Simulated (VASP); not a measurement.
Write the native input for VASP 6.6.1 that does the following.

```yaml
Task: single point
Functional: PBE
Potentials_or_basis: VASP PAW PBE potentials, release 64 (Nb_sv)
Cutoff: 520 eV
k_mesh: 3 × 3 × 3
Occupations: fermi-dirac, width 0.05 eV
Spin: no spin polarisation
Dipole_correction: no
Further_INCAR_settings: ALGO = Normal; EDIFF = 1e-07; NBANDS = 54
```

The structure of Nb (a cell with a defect) lies in POSCAR:

```
Nb
1.0
   -3.3736720000      3.3736720000      3.3736720000
    3.3736720000     -3.3736720000      3.3736720000
    3.3736720000      3.3736720000     -3.3736720000
Nb
7
Direct
   -0.0294761909     -0.0298301080     -0.0538191027
    0.0028495657      0.5025709375     -0.0003758516
   -0.0294681878      0.5237254837      0.4997195934
    0.5030902530      0.0027121783     -0.0002340180
    0.5238868805     -0.0299375577      0.4996632749
    0.5239058510      0.5236079560      0.0531907073
    0.3859091814      0.3855634158      0.4997061066
```

These files were run (other wordings do the same):

INCAR

```
PREC = Accurate ; ENCUT = 520
EDIFF = 1E-7 ; ISMEAR = -1
SIGMA = 0.05 ; LREAL = F
LASPH = T ; NELM = 60
ALGO = Normal ; ISIF = 2
LWAVE = F ; LCHARG = F
GGA = PE ; NBANDS = 54
```

KPOINTS

```
regular mesh
0
Gamma
  3 3 3
```

Potentials or basis: VASP PAW PBE potentials, release 64 (Nb_sv).

Launch:

```sh
$ cat potpaw_PBE.64/Nb_sv/POTCAR > POTCAR
$ mpirun -np 1 vasp_std > vasp.out
```

Results of the run:

The pressure is -13.5 GPa. The largest force is 0.361 eV/Å and the band gap on the k mesh is zero (an odd number of electrons rules out a gap without spin polarisation).

Caveat: the k points lie up to 0.44 Å⁻¹ apart, too coarse for converged energies and pressures of a metal.

It took 8.3 min on 1 thread of Intel Xeon 8259CL, with other jobs on the host, peak memory 0.35 GiB.
